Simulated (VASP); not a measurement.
Input of a VASP 6.6.1 run:

File INCAR:

```
PREC = Accurate
ENCUT = 520
EDIFF = 1E-6
ISMEAR = 0
SIGMA = 0.1
LREAL = F
LASPH = T
NELM = 80
ALGO = Fast
ISIF = 2
LWAVE = F
LCHARG = F
GGA = PE
IVDW = 12
NBANDS = 22
```

File KPOINTS:

```
Automatic mesh
0
Gamma
  12 12 12
```

File POSCAR:

```
Bi
1.0
    2.2491422592      1.2985428888      3.8264656679
   -2.2491422592      1.2985428888      3.8264656679
    0.0000000000     -2.5970857776      3.8264656679
Bi
2
Direct
    0.2385673326      0.2385673326      0.2385673326
    0.7614326674      0.7614326674      0.7614326674
```

Potentials or basis: VASP PAW PBE potentials, release 64 (Bi_d).

Command:

```console
$ cat potpaw_PBE.64/Bi_d/POTCAR > POTCAR
$ mpirun -np 1 vasp_std > vasp.out
```

(1) Estimate the dispersion energy per atom.

(2) What does it give for the pressure?

(3) Estimate the band gap on the k mesh.

Answers

(1) -0.477 eV.

(2) 1.3 GPa.

(3) zero (band 15 reaches 6.88 eV, above the bottom of band 16 at 6.65 eV).

Caveat: spin-orbit coupling is left out, which moves the levels of the heavy elements; pairwise dispersion overbinds metals, which lowers pressure and volume.
